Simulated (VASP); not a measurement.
# Si (P6_3/mmc) in VASP: a series of runs

Si is run at these levels: r2SCAN; tasks: single point.

Everything below comes from runs of VASP 6.6.1. Logs are shortened: lines on timing, memory, paths and dates and some standing lists are left out, and cuts for length are marked.

### 1 The cell of the first run

Symmetry: P6_3/mmc, No. 194, hexagonal system. Conventional cell: a = 3.831 Å, b = 3.831 Å, c = 6.586 Å, α = 90.00°, β = 90.00°, γ = 120.00°. Si (site symmetry 3m) has 4 Si at 2.36 to 2.46 Å within 3.1 Å.

This isn't the form of Si at room conditions, which is diamond.

### 2 Single point, r2SCAN (strain +0.000 along x and y, +0.040 along z)

File POSCAR:

```
Si
1.0
    3.8313174605      0.0000000000      0.0000000000
   -1.9156587303      3.3180182508      0.0000000000
    0.0000000000      0.0000000000      6.5859268802
Si
4
Direct
    0.3333333333      0.6666666667      0.0630095000
    0.6666666667      0.3333333333      0.5630095000
    0.3333333333      0.6666666667      0.4369905000
    0.6666666667      0.3333333333      0.9369905000
```

File INCAR.step1:

```
SYSTEM = Si
PREC = Accurate ; ENCUT = 520
ISMEAR = 0 ; SIGMA = 0.05
LREAL = .False. ; LASPH = .True.
NELM = 100 ; NBANDS = 16
GGA = PE ; ALGO = Normal
EDIFF = 1E-4 ; LWAVE = .True.
LCHARG = .False.
```

File INCAR.step2:

```
SYSTEM = Si
PREC = Accurate ; ENCUT = 520
EDIFF = 1E-7 ; ISMEAR = 0
SIGMA = 0.05 ; LREAL = .False.
LASPH = .True. ; NELM = 100
ALGO = Normal ; ISIF = 2
LWAVE = .False. ; LCHARG = .True.
METAGGA = R2SCAN ; LMIXTAU = .True.
LELF = .True. ; LVHAR = .True.
NBANDS = 16 ; ISTART = 1
```

File KPOINTS:

```
regular mesh
0
Gamma
  12 12 6
  0 0 0
```

Potentials or basis: VASP PAW PBE potentials, release 64 (Si).

On the command line:

```bash
$ cat potpaw_PBE.64/Si/POTCAR > POTCAR
$ cp INCAR.step1 INCAR
$ mpirun -np 1 vasp_std > vasp.out
$ cp INCAR.step2 INCAR
$ mpirun -np 1 vasp_std > vasp.out
```

OUTCAR:

```text
SYSTEM = Si
   PREC = Accurate
   ENCUT = 520
   EDIFF = 1E-7
   ISMEAR = 0
   LREAL = .False.
   LASPH = .True.
   NELM = 100
   ISIF = 2
   METAGGA = R2SCAN
   ISTART = 1

 ion  position               nearest neighbor table
   1  0.333  0.667  0.063-   4 2.36   4 2.36   4 2.36   3 2.46
   2  0.667  0.333  0.563-   3 2.36   3 2.36   3 2.36   4 2.46
   3  0.333  0.667  0.437-   2 2.36   2 2.36   2 2.36   1 2.46
   4  0.667  0.333  0.937-   1 2.36   1 2.36   1 2.36   2 2.46

  LATTYP: Found a hexagonal cell.
 ALAT       =     3.8313174605
 C/A-ratio  =     1.7189718545

  Lattice vectors:

 A1 = (   3.8313174605,   0.0000000000,   0.0000000000)
 A2 = (  -1.9156587303,   3.3180182508,   0.0000000000)
 A3 = (   0.0000000000,   0.0000000000,   6.5859268802)

Analysis of symmetry for initial positions (statically):
=====================================================================
 Subroutine PRICEL returns:
 Original cell was already a primitive cell.

 Routine SETGRP: Setting up the symmetry group for a
 hexagonal supercell.

 Subroutine GETGRP returns: Found 24 space group operations
 (whereof 12 operations were pure point group operations)
 out of a pool of 24 trial point group operations.

The static configuration has the point symmetry D_3d.
 The point group associated with its full space group is D_6h.

Analysis of symmetry for dynamics (positions and initial velocities):
=====================================================================
 Subroutine PRICEL returns:
 Original cell was already a primitive cell.

 Routine SETGRP: Setting up the symmetry group for a
 hexagonal supercell.

 Subroutine GETGRP returns: Found 24 space group operations
 (whereof 12 operations were pure point group operations)
 out of a pool of 24 trial point group operations.

The dynamic configuration has the point symmetry D_3d.
 The point group associated with its full space group is D_6h.

 Subroutine INISYM returns: Found 24 space group operations
 (whereof 12 operations are pure point group operations),
 and found     1 'primitive' translations

----------------------------------------------------------------------------------------

                                     Primitive cell

  volume of cell :      83.7228

  direct lattice vectors                    reciprocal lattice vectors
     3.831317461  0.000000000  0.000000000     0.261006823  0.150692360  0.000000000
    -1.915658730  3.318018251  0.000000000     0.000000000  0.301384720  0.000000000
     0.000000000  0.000000000  6.585926880     0.000000000  0.000000000  0.151838916

  length of vectors
     3.831317461  3.831317461  6.585926880     0.301384720  0.301384720  0.151838916

  position of ions in fractional coordinates (direct lattice)
     0.333333333  0.666666667  0.063009500
     0.666666667  0.333333333  0.563009500
     0.333333333  0.666666667  0.436990500
     0.666666667  0.333333333  0.936990500

  ion indices of the primitive-cell ions
   primitive index   ion index
                 1           1
                 2           2
                 3           3
                 4           4

----------------------------------------------------------------------------------------

 KPOINTS: regular mesh

Automatic generation of k-mesh.
 Grid dimensions read from file:
 generate k-points for:   12   12    6

 Generating k-lattice:

  Cartesian coordinates                     Fractional coordinates (reciprocal lattice)
     0.021750569  0.012557697  0.000000000     0.083333333  0.000000000  0.000000000
     0.000000000  0.025115393  0.000000000     0.000000000  0.083333333  0.000000000
     0.000000000  0.000000000  0.025306486     0.000000000  0.000000000  0.166666667

  Length of vectors
     0.025115393  0.025115393  0.025306486

  Shift w.r.t. Gamma in fractional coordinates (k-lattice)
     0.000000000  0.000000000  0.000000000

 Subroutine IBZKPT returns following result:
 ===========================================

 Found     76 irreducible k-points:

 Following reciprocal coordinates:
            Coordinates               Weight
  0.000000  0.000000  0.000000      1.000000
  0.083333 -0.000000  0.000000      6.000000
  0.166667 -0.000000  0.000000      6.000000
  0.250000 -0.000000  0.000000      6.000000
  0.333333 -0.000000  0.000000      6.000000
  0.416667 -0.000000  0.000000      6.000000
[... 16 lines left out ...]
  0.250000 -0.000000  0.166667     12.000000
  0.333333 -0.000000  0.166667     12.000000
 [... further k-points ...]
   k-points           NKPTS =     76   k-points in BZ     NKDIM =     76   number of bands    NBANDS=     16
   number of dos      NEDOS =    301   number of ions     NIONS =      4
   total plane-waves  NPLWV =  39200
   dimension x,y,z NGX =    28 NGY =   28 NGZ =   50
   dimension x,y,z NGXF=    56 NGYF=   56 NGZF=  100
   ions per type =               4
   NGX,Y,Z   is equivalent  to a cutoff of  12.15, 12.15, 12.62 a.u.
   NGXF,Y,Z  is equivalent  to a cutoff of  24.30, 24.30, 25.24 a.u.
 SYSTEM =  Si
   PREC   = accura    normal or accurate (medium, high low for compatibility)
   ISTART =      1    job   : 0-new  1-cont  2-samecut
   ICHARG =      0    charge: 1-file 2-atom 10-const
   ISPIN  =      1    spin polarized calculation?
   LNONCOLLINEAR =      F non collinear calculations
   LSORBIT =      F    spin-orbit coupling
   LASPH  =      T    aspherical Exc in radial PAW
   ENCUT  =  520.0 eV  38.22 Ry    6.18 a.u.   7.12  7.12 12.25*2*pi/ulx,y,z
   NELM   =    100;   NELMIN=  2; NELMDL=  0     # of ELM steps
   EDIFF  = 0.1E-06   stopping-criterion for ELM
   LREAL  =      F    real-space projection
   EDIFFG = 0.1E-05   stopping-criterion for IOM
   NSW    =      0    number of steps for IOM
   IBRION =     -1    ionic relax: 0-MD 1-quasi-New 2-CG
   NFREE  =      0    steps in history (QN), initial steepest desc. (CG)
   ISIF   =      2    stress and relaxation
   ISYM   =      2    0-nonsym 1-usesym 2-fastsym
   POTIM  = 0.5000    time-step for ionic-motion
   TEBEG  =    0.0;   TEEND  =   0.0 temperature during run
   PSTRESS=    0.0 pullay stress
   NELECT =      16.0000    total number of electrons
   NUPDOWN=      -1.0000    fix difference up-down
   EMIN   =  10.00;   EMAX   =-10.00  energy-range for DOS
   EFERMI =   0.00;   METHOD = LEGACY
   ISMEAR =     0;   SIGMA  =   0.05  broadening in eV -4-tet -1-fermi 0-gaus
   EFERMI_NEDOS =   21; number of points for ismear=-14 and -15
   IALGO  =     38    algorithm
   IMIX   =      4    mixing-type and parameters
     AMIX     =   0.40;   BMIX     =  1.00
     AMIX_MAG =   1.60;   BMIX_MAG =  1.00
  volume/ion in A,a.u.               =      20.93       141.25
  Fermi-wavevector in a.u.,A,eV,Ry     =   0.942975  1.781965 12.098328  0.889202
  Thomas-Fermi vector in A             =   2.070637
   LORBIT       =      0    0 simple, 1 ext, 2 COOP (PROOUT), +10 PAW based schemes
   METAGGA = R2SCAN    functional components
   LHFCALC =     F    Hartree Fock is set to
   AEXX    =    0.0000 exact exchange contribution
   IVDW    =     0    specifies the selected vdW correction
   LEPSILON=     F    determine dielectric tensor
   LRPA    =     F    only Hartree local field effects (RPA)
 non-spin polarized calculation
 Gauss-broadening in eV      SIGMA  =   0.05
  energy-cutoff  :      520.00
  volume of cell :       83.72
 maximum number of plane-waves:      2286
   NGX = 15   NGY = 15   NGZ = 25

 number of electron      15.9999999 magnetization

 Free energy of the ion-electron system (eV)
  ---------------------------------------------------
  ext. energy  EPLUGINS =         0.00000000
  ---------------------------------------------------
  free energy    TOTEN  =       -34.95866404 eV

  energy without entropy =      -34.95866404  energy(sigma->0) =      -34.95866404

 E-fermi :   5.7519     XC(G=0):  -9.6768

 val. band max:        5.5442174565   @ k =   0.0000   0.0000   0.0000
 cond. band min:       6.3908205896   @ k =   0.4167  -0.0000   0.3333
 fundamental gap:      0.8466031331
 Fermi energy:         5.7518694863

 k-point     1 :       0.0000    0.0000    0.0000
  band No.  band energies     occupation
      1      -6.9393      2.00000
      2      -4.8963      2.00000
      3      -1.7069      2.00000
      4       4.2000      2.00000
      5       4.2000      2.00000
      6       5.1274      2.00000
[... 8 lines left out ...]
     15       9.9406      0.00000
     16      12.0719      0.00000

 k-point     2 :       0.0833   -0.0000    0.0000
  band No.  band energies     occupation
      1      -6.8539      2.00000
      2      -4.8091      2.00000
      3      -1.6593      2.00000
      4       3.5136      2.00000
      5       4.0213      2.00000
      6       4.9004      2.00000
[... 8 lines left out ...]
     15      10.2770      0.00000
     16      11.5211      0.00000

 k-point     3 :       0.1667   -0.0000    0.0000
  band No.  band energies     occupation
      1      -6.5998      2.00000
      2      -4.5490      2.00000
      3      -1.5441      2.00000
      4       2.2828      2.00000
      5       3.6152      2.00000
      6       3.6240      2.00000
[... 8 lines left out ...]
     15      11.1418      0.00000
     16      11.6836      0.00000

 k-point     4 :       0.2500   -0.0000    0.0000
  band No.  band energies     occupation
      1      -6.1850      2.00000
      2      -4.1227      2.00000
      3      -1.4911      2.00000
      4       1.1884      2.00000
      5       2.2336      2.00000
      6       3.2046      2.00000
[... 8 lines left out ...]
     15      12.2149      0.00000
     16      12.3535      0.00000
[... 324 lines left out ...]
 k-point    22 :       0.1667   -0.0000    0.1667
  band No.  band energies     occupation
      1      -6.5155      2.00000
      2      -4.8155      2.00000
      3      -1.1246      2.00000
      4       2.3678      2.00000
      5       3.2436      2.00000
      6       3.6907      2.00000
[... 8 lines left out ...]
     15      11.0823      0.00000
     16      11.5624      0.00000

 k-point    23 :       0.2500   -0.0000    0.1667
  band No.  band energies     occupation
      1      -6.1011      2.00000
      2      -4.3978      2.00000
      3      -1.1109      2.00000
      4       1.3187      2.00000
      5       1.9544      2.00000
      6       3.2724      2.00000
[... 8 lines left out ...]
     15      12.0900      0.00000
     16      12.4334      0.00000

 k-point    24 :       0.3333   -0.0000    0.1667
  band No.  band energies     occupation
      1      -5.5475      2.00000
      2      -3.8445      2.00000
      3      -1.5296      2.00000
      4       0.6731      2.00000
      5       0.9221      2.00000
      6       2.9341      2.00000
[... 8 lines left out ...]
     15      13.2649      0.00000
     16      13.4171      0.00000

 [... further k-points ...]

------------------------ aborting loop because EDIFF is reached ----------------------------------------

  FORCE on cell =-STRESS in cart. coord.  units (eV):
  Direction    XX          YY          ZZ          XY          YZ          ZX
  --------------------------------------------------------------------------------------
  -------------------------------------------------------------------------------------
  Total       -0.4330621     -0.4330621     -4.4619228      0.0000000     -0.0000000     -0.0000000
  in kB       -8.2873737     -8.2873737    -85.3864221      0.0000000     -0.0000000     -0.0000000
  external PRESSURE =     -33.9870565 kB  Pullay stress =       0.0000000 kB

 VOLUME and BASIS-vectors are now :
 -----------------------------------------------------------------------------
  energy-cutoff  :      520.00
  volume of cell :       83.72
      direct lattice vectors                 reciprocal lattice vectors
     3.831317461  0.000000000  0.000000000     0.261006823  0.150692360  0.000000000
    -1.915658730  3.318018251  0.000000000     0.000000000  0.301384720  0.000000000
     0.000000000  0.000000000  6.585926880     0.000000000  0.000000000  0.151838916

 POSITION                                       TOTAL-FORCE (eV/Angst)
 -----------------------------------------------------------------------------------
     -0.00000      2.21201      0.41498        -0.000000      0.000000      0.267579
      1.91566      1.10601      3.70794         0.000000     -0.000000      0.267579
     -0.00000      2.21201      2.87799        -0.000000      0.000000     -0.267579
      1.91566      1.10601      6.17095         0.000000     -0.000000     -0.267579
 -----------------------------------------------------------------------------------
    total drift:                                0.000000     -0.000000      0.000000

  FREE ENERGIE OF THE ION-ELECTRON SYSTEM (eV)
  ---------------------------------------------------
  free  energy   TOTEN  =       -34.9586640357 eV

  energy  without entropy=      -34.9586640357  energy(sigma->0) =      -34.95866404
```

Wall time 5.1 min (1 thread of Intel Xeon Platinum 8259CL at 2.50GHz (Skylake/Cascade Lake), shared host); peak memory 0.23 GiB.

Results:

* Free energy: -34.9587 eV
* Pressure: -3.4 GPa
* Largest force: 0.268 eV/Å
* Band gap on the k mesh: 0.85 eV (least direct gap 1.69 eV)

Forces in eV/Å, atoms in the order of the input:
```
Si   0.000  0.000  0.268
Si   0.000  0.000  0.268
Si   0.000  0.000 -0.268
Si   0.000  0.000 -0.268
```

Stress tensor (GPa, compression positive):
```
-0.83  0.00  0.00
 0.00 -0.83  0.00
 0.00  0.00 -8.54
```

Levels at points of the mesh, in eV from the valence-band top:
| k point | band 4 | band 5 | band 6 | band 7 | band 8 | band 9 | band 10 | band 11 | band 12 | band 13 |
| --- | --- | --- | --- | --- | --- | --- | --- | --- | --- | --- |
| (0.00, 0.00, 0.00) | -1.34 | -1.34 | -0.42 | 0.00 | 0.00 | 1.69 | 1.82 | 2.41 | 2.41 | 3.89 |
| (0.50, 0.00, 0.00) | -6.29 | -4.61 | -2.97 | -2.89 | -1.54 | 0.86 | 2.55 | 3.18 | 3.57 | 4.05 |
| (0.00, 0.00, 0.50) | -4.46 | -0.80 | -0.80 | -0.80 | -0.80 | 2.35 | 2.35 | 3.33 | 3.33 | 3.33 |
| (0.50, 0.00, 0.50) | -7.42 | -2.59 | -2.59 | -2.39 | -2.39 | 1.09 | 1.09 | 1.88 | 1.88 | 5.92 |

Caveat: the cell differs from its parent crystal (strain +0.000 along x and y, +0.040 along z); the cell stands under tension; the PAW data sets were made with another functional, which shifts forces and pressure a little.

### 3 Single point, r2SCAN (strain +0.080 along x and y, -0.080 along z)

File POSCAR:

```
Si
1.0
    4.1378228574      0.0000000000      0.0000000000
   -2.0689114287      3.5834597108      0.0000000000
    0.0000000000      0.0000000000      5.8260122402
Si
4
Direct
    0.3333333333      0.6666666667      0.0630095000
    0.6666666667      0.3333333333      0.5630095000
    0.3333333333      0.6666666667      0.4369905000
    0.6666666667      0.3333333333      0.9369905000
```

File INCAR.step1:

```
SYSTEM = Si
PREC = Accurate
ENCUT = 520
ISMEAR = 0
SIGMA = 0.05
LREAL = .FALSE.
LASPH = .TRUE.
NELM = 80
NBANDS = 16
GGA = PE
ALGO = Normal
EDIFF = 1E-4
LWAVE = .TRUE.
LCHARG = .FALSE.
```

File INCAR.step2:

```
SYSTEM = Si
PREC = Accurate
ENCUT = 520
EDIFF = 1E-7
ISMEAR = 0
SIGMA = 0.05
LREAL = .FALSE.
LASPH = .TRUE.
NELM = 80
ALGO = Normal
ISIF = 2
LWAVE = .FALSE.
LCHARG = .FALSE.
METAGGA = R2SCAN
LMIXTAU = .TRUE.
NBANDS = 16
ISTART = 1
```

File KPOINTS:

```
Automatic mesh
0
G
  12 12 6
  0 0 0
```

Potentials or basis: VASP PAW PBE potentials, release 64 (Si).

On the command line:

```bash
$ cat potpaw_PBE.64/Si/POTCAR > POTCAR
$ cp INCAR.step1 INCAR
$ mpirun -np 1 vasp_std > vasp.out
$ cp INCAR.step2 INCAR
$ mpirun -np 1 vasp_std > vasp.out
```

Run time: 4.8 min. Hardware: 1 thread of Intel Xeon Platinum 8259CL at 2.50GHz (Skylake/Cascade Lake), shared host; peak memory 0.25 GiB.

Results (log left out):

* Free energy: -33.8926 eV
* Pressure: -2.2 GPa
* Largest force: 2.138 eV/Å
* Band gap on the k mesh: zero (bands 8 and 9 overlap by 0.38 eV)

Forces in eV/Å, atoms in the order of the input:
```
Si   0.000  0.000 -2.138
Si   0.000  0.000 -2.138
Si   0.000  0.000  2.138
Si   0.000  0.000  2.138
```

Stress tensor (GPa, compression positive):
```
-14.93   0.00   0.00
  0.00 -14.93   0.00
  0.00   0.00  23.27
```

Levels at points of the mesh, in eV from the Fermi level:
```csv
k point,band 6,band 7,band 8,band 9,band 10,band 11
"(0.00, 0.00, 0.00)",-0.56,-0.50,0.17,0.17,1.27,1.27
"(0.50, 0.00, 0.00)",-3.61,-3.18,-1.01,-0.01,2.64,2.77
"(0.00, 0.00, 0.50)",-1.49,-1.49,-1.49,0.85,0.85,2.74
"(0.50, 0.00, 0.50)",-2.69,-1.95,-1.95,0.99,0.99,2.90
```

Caveat: the cell differs from its parent crystal (strain +0.080 along x and y, -0.080 along z); semilocal functionals underestimate gaps, so a narrow gap can read as zero; the PAW data sets were made with another functional, which shifts forces and pressure a little.

[end of part 1 of 2]
